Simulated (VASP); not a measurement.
# TaN (C222_1) in VASP: further runs, part 2 of 2

VASP 6.6.1. The steps go on from the part before.

### 4 Single point, PBEsol

This run uses another cell than the first one, of 11.45 Å³/atom, 1.026 times its volume.

The input, INCAR:

```
PREC = Accurate
ENCUT = 520
EDIFF = 1E-7
ISMEAR = 0
SIGMA = 0.15
LREAL = False
LASPH = True
NELM = 60
ALGO = Normal
ISIF = 2
LWAVE = False
LCHARG = False
GGA = PS
NBANDS = 24
```

The input, KPOINTS:

```
Automatic mesh
0
Gamma
  15 15 8
```

The input, POSCAR:

```
TaN
1.0
    3.0047478704      0.0000000000      0.0000000000
   -1.5023739352      2.6021879877      0.0000000000
    0.0000000000      0.0000000000      5.8600190937
Ta N
2 2
Direct
   -0.0491488825      0.0000000000      0.0000000000
    0.0491488825      0.0000000000      0.5000000000
    0.3333333333      0.6666666667      0.2500000000
    0.6666666667      0.3333333333      0.7500000000
```

Potentials or basis: VASP PAW PBE potentials, release 64 (Ta_pv, N).

On the command line:

```bash
$ cat potpaw_PBE.64/Ta_pv/POTCAR potpaw_PBE.64/N/POTCAR > POTCAR
$ mpirun -np 1 vasp_std > vasp.out
```

OUTCAR:

```text
PREC = Accurate
   ENCUT = 520
   EDIFF = 1E-7
   ISMEAR = 0
   LREAL = False
   LASPH = True
   NELM = 60
   ISIF = 2
   GGA = PS

 ion  position               nearest neighbor table
   1  0.951  0.000  0.000-   4 2.18   3 2.18   3 2.28   4 2.28   3 2.37   4 2.37   2 2.94   2 2.94

   2  0.049  0.000  0.500-   3 2.18   4 2.18   4 2.28   3 2.28   4 2.37   3 2.37   1 2.94   1 2.94

   3  0.333  0.667  0.250-   2 2.18   1 2.18   1 2.28   2 2.28   1 2.37   2 2.37
   4  0.667  0.333  0.750-   1 2.18   2 2.18   2 2.28   1 2.28   2 2.37   1 2.37

  LATTYP: Found a hexagonal cell.
 ALAT       =     3.0047478704
 C/A-ratio  =     1.9502531814

  Lattice vectors:

 A1 = (   3.0047478704,   0.0000000000,   0.0000000000)
 A2 = (  -1.5023739352,   2.6021879877,   0.0000000000)
 A3 = (   0.0000000000,   0.0000000000,   5.8600190937)

Analysis of symmetry for initial positions (statically):
=====================================================================
 Subroutine PRICEL returns:
 Original cell was already a primitive cell.

 Routine SETGRP: Setting up the symmetry group for a
 hexagonal supercell.

 Subroutine GETGRP returns: Found  4 space group operations
 (whereof  2 operations were pure point group operations)
 out of a pool of 24 trial point group operations.

The static configuration has the point symmetry C_2 .
 The point group associated with its full space group is D_2 .

Analysis of symmetry for dynamics (positions and initial velocities):
=====================================================================
 Subroutine PRICEL returns:
 Original cell was already a primitive cell.

 Routine SETGRP: Setting up the symmetry group for a
 hexagonal supercell.

 Subroutine GETGRP returns: Found  4 space group operations
 (whereof  2 operations were pure point group operations)
 out of a pool of 24 trial point group operations.

The dynamic configuration has the point symmetry C_2 .
[... 115 lines left out ...]
   NELECT =      32.0000    total number of electrons
   NUPDOWN=      -1.0000    fix difference up-down
   EMIN   =  10.00;   EMAX   =-10.00  energy-range for DOS
   EFERMI =   0.00;   METHOD = LEGACY
   ISMEAR =     0;   SIGMA  =   0.15  broadening in eV -4-tet -1-fermi 0-gaus
   EFERMI_NEDOS =   21; number of points for ismear=-14 and -15
   IALGO  =     38    algorithm
   IMIX   =      4    mixing-type and parameters
     AMIX     =   0.40;   BMIX     =  1.00
     AMIX_MAG =   1.60;   BMIX_MAG =  1.00
  volume/ion in A,a.u.               =      11.45        77.30
  Fermi-wavevector in a.u.,A,eV,Ry     =   1.452478  2.744786 28.704109  2.109692
  Thomas-Fermi vector in A             =   2.569855
   LORBIT       =      0    0 simple, 1 ext, 2 COOP (PROOUT), +10 PAW based schemes
   GGA     = PS    functional components
   LHFCALC =     F    Hartree Fock is set to
   AEXX    =    0.0000 exact exchange contribution
   IVDW    =     0    specifies the selected vdW correction
   LEPSILON=     F    determine dielectric tensor
   LRPA    =     F    only Hartree local field effects (RPA)
 non-spin polarized calculation
 Gauss-broadening in eV      SIGMA  =   0.15
  energy-cutoff  :      520.00
  volume of cell :       45.82
 maximum number of plane-waves:      1259
   NGX = 11   NGY = 11   NGZ = 21

 number of electron      32.0000003 magnetization

 Free energy of the ion-electron system (eV)
  ---------------------------------------------------
  ext. energy  EPLUGINS =         0.00000000
  ---------------------------------------------------
  free energy    TOTEN  =       -46.23357170 eV

  energy without entropy =      -46.21452930  energy(sigma->0) =      -46.22405050

 E-fermi :   7.6072     XC(G=0): -13.1598

 val. band max:        7.6062256235   @ k =   0.4000   0.3333   0.0000
 cond. band min:       7.6120914392   @ k =  -0.0667   0.2000   0.2500
 fundamental gap:      0.0058658157
 Fermi energy:         7.6071560841

 k-point     1 :       0.0000    0.0000    0.0000
  band No.  band energies     occupation
      1     -28.0551      2.00000
      2     -27.3117      2.00000
      3     -27.2030      2.00000
      4     -27.1954      2.00000
      5     -27.1492      2.00000
      6     -27.1328      2.00000
[... 637 lines left out ...]
     23      13.2411      0.00000
     24      13.5878      0.00000

 [... further k-points ...]
[... 5 lines left out ...]
  --------------------------------------------------------------------------------------
  -------------------------------------------------------------------------------------
  Total       -6.7587512     -7.2055230     -1.9782498      0.0000000      0.0000000      0.0000000
  in kB     -236.3367779   -251.9592801    -69.1744929      0.0000000      0.0000000      0.0000000
  external PRESSURE =    -185.8235170 kB  Pullay stress =       0.0000000 kB

 VOLUME and BASIS-vectors are now :
 -----------------------------------------------------------------------------
  energy-cutoff  :      520.00
  volume of cell :       45.82
      direct lattice vectors                 reciprocal lattice vectors
     3.004747870  0.000000000  0.000000000     0.332806626  0.192145995  0.000000000
    -1.502373935  2.602187988  0.000000000     0.000000000  0.384291990  0.000000000
     0.000000000  0.000000000  5.860019094     0.000000000  0.000000000  0.170647908

 POSITION                                       TOTAL-FORCE (eV/Angst)
 -----------------------------------------------------------------------------------
      2.85707      0.00000      0.00000         1.582855      0.000000      0.000000
      0.14768      0.00000      2.93001        -1.582855      0.000000      0.000000
     -0.00000      1.73479      1.46500         0.000000     -0.106165      0.000000
      1.50237      0.86740      4.39501         0.000000      0.106165      0.000000
 -----------------------------------------------------------------------------------
    total drift:                               -0.000000     -0.000000      0.000000

  FREE ENERGIE OF THE ION-ELECTRON SYSTEM (eV)
  ---------------------------------------------------
  free  energy   TOTEN  =       -46.2335717029 eV

  energy  without entropy=      -46.2145293044  energy(sigma->0) =      -46.22405050
```

stdout:

```text
POSCAR found type information on POSCAR TaN
 POSCAR found :  2 types and       4 ions
 scaLAPACK will be used
 -----------------------------------------------------------------------------
|                                                                             |
|                                                                             |
|     You enforced a specific xc type in the INCAR file but a different       |
|     I HOPE YOU KNOW WHAT YOU ARE DOING!                                     |
|                                                                             |
 -----------------------------------------------------------------------------

 LDA part: xc-table for (Slater+PW92), standard interpolation
 POSCAR, INCAR and KPOINTS ok, starting setup
 FFT: planning ... GRIDC
 FFT: planning ... GRID_SOFT
 FFT: planning ... GRID
 WAVECAR not read
 entering main loop
```

It took 3.3 min on 1 thread of Intel Xeon Platinum 8488C (Sapphire Rapids), shared host; peak memory 0.4 GiB.

What came out:

```
Free energy            : -46.2336 eV
Pressure               : -18.6 GPa
Largest force          : 1.583 eV/Å
Band gap on the k mesh : zero (band 16 reaches 8.07 eV, above the bottom of band 17 at 7.31 eV)
```

Forces on the atoms (eV/Å):
```
Ta   1.583  0.000  0.000
Ta  -1.583  0.000  0.000
N    0.000 -0.106  0.000
N    0.000  0.106  0.000
```

Stress tensor (GPa, compression positive):
```
-23.63   0.00   0.00
  0.00 -25.20   0.00
  0.00   0.00  -6.92
```

Levels at points of the mesh, in eV from the Fermi level:
| k point | band 14 | band 15 | band 16 | band 17 | band 18 | band 19 |
| --- | --- | --- | --- | --- | --- | --- |
| (0.00, 0.00, 0.00) | -2.44 | -2.40 | -0.36 | -0.28 | 0.25 | 0.37 |
| (0.00, 0.00, 0.50) | -4.08 | -0.48 | -0.48 | 0.80 | 0.80 | 0.82 |

Caveat: the PAW data sets were made with another functional, which shifts forces and pressure a little; spin-orbit coupling is left out, which moves the levels of the heavy elements.
